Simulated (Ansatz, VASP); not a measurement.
## Two plane-wave programs on Sn

INCAR

```
ALGO = Fast ; EDIFF = 1E-6
ENCUT = 520 ; GGA = PE
ISIF = 2 ; ISMEAR = 0
LASPH = T ; LCHARG = F
LREAL = F ; LWAVE = F
NBANDS = 21 ; NELM = 60
PREC = Accurate ; SIGMA = 0.1
```

The input KPOINTS:

```
k-points
0
Gamma
  14 14 14
```

File POSCAR:

```
Sn
1.0
   -2.8697240914      2.6948232008      1.4479066447
    2.8697240914     -2.8867394395      1.8007234993
    2.8697240914      2.8867394395     -1.8007234993
Sn
2
Direct
    0.7086432606      0.2322556521      0.4763876085
    0.0413567394      0.0177443479      0.0236123915
```

Input for Ansatz:

```yaml
crystal:
  lattice:
    - [-2.8697240914, 2.6948232008, 1.4479066447]
    - [2.8697240914, -2.8867394395, 1.8007234993]
    - [2.8697240914, 2.8867394395, -1.8007234993]
  atoms:
    - { symbol: Sn, position: [0.7086432606, 0.2322556521, 0.4763876085] }
    - { symbol: Sn, position: [0.0413567394, 0.0177443479, 0.0236123915] }
basis:
  ecutwfc: 420
kpoints:
  mp_grid: { grid: [14, 14, 14] }
hamiltonian:
  xc: pbe
scf:
  occupations: { method: gaussian, width: 0.1 }
output:
  forces: true
  stress: true
  eigenvalues: true
```

Alike in both runs: task single point; functional PBE; k mesh 14 × 14 × 14; occupations gaussian, width 0.1 eV; no spin polarisation.

|  | VASP | Ansatz |
| --- | --- | --- |
| version | VASP 6.6.1 | Ansatz 0.2.0 |
| potentials or method | VASP PAW PBE potentials, release 64 (Sn_d), cutoff 520 eV | scalar-relativistic, plane waves, PAW |
| valence electrons in the cell | 28 | 28 |

Ansatz gave:

| Item | Value |
| --- | --- |
| gap on the k mesh at the Fermi level (eV) | none |
| pressure (GPa) | 10.2 |
| traceless stress, the component that is largest in VASP (GPa) | 15.06 |
| rms of the force components (eV/Å) | 1.862 |

**Question.** Which values does VASP return?

**Answer.** gap on the k mesh at the Fermi level (eV): none; pressure (GPa): 10.0; traceless stress, the component that is largest in VASP (GPa): 15.03; rms of the force components (eV/Å): 1.863.

Atom by atom the forces differ by 0.001 eV/Å (rms over components). A gap of «none» marks a metal or a gap that the smearing closes.
